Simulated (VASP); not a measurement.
Wanted: the native input for a VASP 6.6.1 run.

| Item | Value |
| --- | --- |
| Task | relaxation of cell and atoms |
| Functional | r2SCAN |
| Potentials or basis | VASP PAW PBE potentials, release 64 (Cs_sv, Sn_d, Br) |
| Cutoff | 550 eV |
| k mesh | 4 × 4 × 4 |
| Occupations | fermi-dirac, width 0.02 eV |
| Spin | no spin polarisation |
| Dipole correction | no |
| Further INCAR settings | ALGO = Normal; EDIFF = 1e-07; IBRION = 2; EDIFFG = -0.005; NSW = 80; ISIF = 3 |

The system is CsSnBr3.

```xyz
5
Lattice="5.9074 0.0000 0.0000 0.0000 5.9074 0.0000 0.0000 0.0000 5.9074" Properties=species:S:1:pos:R:3 pbc="T T T"
Cs    0.0000    0.0000    0.0000
Sn    2.9537    2.9537    2.9537
Br    2.9537    2.9537    0.0000
Br    2.9537    0.0000    2.9537
Br    0.0000    2.9537    2.9537
```

One way to write it, as run:

POSCAR

```
CsSnBr3
1.0
    5.9073633188      0.0000000000      0.0000000000
    0.0000000000      5.9073633188      0.0000000000
    0.0000000000      0.0000000000      5.9073633188
Cs Sn Br
1 1 3
Direct
    0.0000000000      0.0000000000      0.0000000000
    0.5000000000      0.5000000000      0.5000000000
    0.5000000000      0.5000000000      0.0000000000
    0.5000000000      0.0000000000      0.5000000000
    0.0000000000      0.5000000000      0.5000000000
```

INCAR.step1

```
SYSTEM = CsSnBr3
ALGO = Normal
EDIFF = 1E-5
EDIFFG = -0.005
ENCUT = 550
GGA = PE
GGA_COMPAT = .False.
IBRION = 2
ISIF = 3
ISMEAR = -1
LASPH = .True.
LCHARG = .False.
LREAL = .False.
LWAVE = .True.
NELM = 120
NELMIN = 4
NSW = 100
PREC = Accurate
SIGMA = 0.02
```

INCAR.step2

```
SYSTEM = CsSnBr3
ALGO = Normal
EDIFF = 1E-7
EDIFFG = -0.005
ENCUT = 550
GGA_COMPAT = .False.
IBRION = 2
ISIF = 3
ISMEAR = -1
ISTART = 1
LASPH = .True.
LCHARG = .False.
LMIXTAU = .True.
LREAL = .False.
LWAVE = .False.
METAGGA = R2SCAN
NELM = 120
NELMIN = 4
NSW = 80
PREC = Accurate
SIGMA = 0.02
```

KPOINTS

```
k-points
0
Gamma
  4 4 4
  0 0 0
```

Potentials or basis: VASP PAW PBE potentials, release 64 (Cs_sv, Sn_d, Br).

Launch:

```bash
$ cat potpaw_PBE.64/Cs_sv/POTCAR potpaw_PBE.64/Sn_d/POTCAR potpaw_PBE.64/Br/POTCAR > POTCAR
$ cp INCAR.step1 INCAR
$ mpirun -np 1 vasp_std > vasp.out
$ cp INCAR.step2 INCAR
$ mpirun -np 1 vasp_std > vasp.out
```

Results of the run:

The relaxed volume is 39.90 Å³/atom and the relaxed cell is a = 5.843 Å, b = 5.843 Å, c = 5.843 Å, α = 90.00°, β = 90.00°, γ = 90.00°. The space group after relaxing (to 0.1 Å) is Pm-3m (No. 221), the energy gained by relaxing is 2.9 meV/atom and the ionic steps are 3. The pressure after relaxing is 0.0 GPa and the band gap on the k mesh is 0.69 eV.

Caveat: semilocal functionals underestimate gaps, and a narrow one can read as zero; the PAW data sets were made with another functional, which shifts forces and pressure a little; spin-orbit coupling is left out, which moves the levels of the heavy elements.

Run time: 20 min on 1 thread of Oxide Virtual Turin-like Processor (shared host), peak memory 0.37 GiB.
